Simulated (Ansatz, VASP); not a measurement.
## ZnSiP2 in VASP and in Ansatz

The input INCAR:

```
SYSTEM = ZnSiP2
PREC     = Accurate       ! precision mode
ENCUT    = 500            ! plane-wave cutoff, eV
EDIFF    = 1E-6           ! SCF threshold, eV
ISMEAR   = 0              ! smearing method
SIGMA    = 0.01           ! smearing width, eV
LREAL    = .FALSE.        ! projectors in reciprocal space
LASPH    = .TRUE.         ! aspherical terms in the spheres
NELM     = 120            ! most SCF steps
ALGO     = Normal         ! electronic algorithm
ISIF     = 2              ! what is computed and relaxed
LWAVE    = .FALSE.        ! write WAVECAR
LCHARG   = .FALSE.        ! write CHGCAR
GGA      = PE             ! functional
NBANDS   = 36             ! bands
GGA_COMPAT= .FALSE.
```

Contents of KPOINTS:

```
Automatic mesh
0
G
  6 6 6
  0 0 0
```

Contents of POSCAR:

```
ZnSiP2
1.0
   -2.7092501412      2.7092501412      5.2696904864
    2.7092501412     -2.7092501412      5.2696904864
    2.7092501412      2.7092501412     -5.2696904864
Zn P Si
2 4 2
Direct
    0.0000000000      0.0000000000      0.0000000000
    0.7500000000      0.2500000000      0.5000000000
    0.3750000000      0.3923061802      0.5173061802
    0.1423061802      0.6250000000      0.0173061802
    0.8750000000      0.8576938198      0.4826938198
    0.6076938198      0.1250000000     -0.0173061802
    0.5000000000      0.5000000000      0.0000000000
    0.2500000000      0.7500000000      0.5000000000
```

Input for Ansatz:

```yaml
crystal:
  lattice:
    - [-2.7092501412, 2.7092501412, 5.2696904864]
    - [2.7092501412, -2.7092501412, 5.2696904864]
    - [2.7092501412, 2.7092501412, -5.2696904864]
  atoms:
    - { symbol: Zn, position: [0.0, 0.0, 0.0] }
    - { symbol: P, position: [0.375, 0.3923061802, 0.5173061802] }
    - { symbol: Zn, position: [0.75, 0.25, 0.5] }
    - { symbol: P, position: [0.1423061802, 0.625, 0.0173061802] }
    - { symbol: Si, position: [0.5, 0.5, 0.0] }
    - { symbol: P, position: [0.875, 0.8576938198, 0.4826938198] }
    - { symbol: Si, position: [0.25, 0.75, 0.5] }
    - { symbol: P, position: [0.6076938198, 0.125, -0.0173061802] }
kpoints:
  mp_grid: { grid: [6, 6, 6] }
hamiltonian:
  xc: pbe
scf:
  occupations: { method: fixed }
  n_extra_bands: 6
output:
  forces: true
  stress: true
  eigenvalues: true
```

Alike in both runs: task single point; functional PBE; k mesh 6 × 6 × 6; no spin polarisation.

```csv
,VASP,Ansatz
version,VASP 6.6.1,Ansatz 0.2.0
potentials or method,"VASP PAW PBE potentials, release 64 (Zn, P, Si)","plane waves, PAW"
plane-wave cutoff (eV),500,420
occupations,"gaussian, width 0.01 eV",fixed
valence electrons in the cell,52,52
```

Ansatz gave:

| Item | Value |
| --- | --- |
| gap on the k mesh at the Fermi level (eV) | 1.36 |
| pressure (GPa) | 0.0 |
| rms of the force components (eV/Å) | 0.000 |

Estimate VASP's values.

gap on the k mesh at the Fermi level (eV): 1.36; pressure (GPa): 0.0; rms of the force components (eV/Å): 0.012.
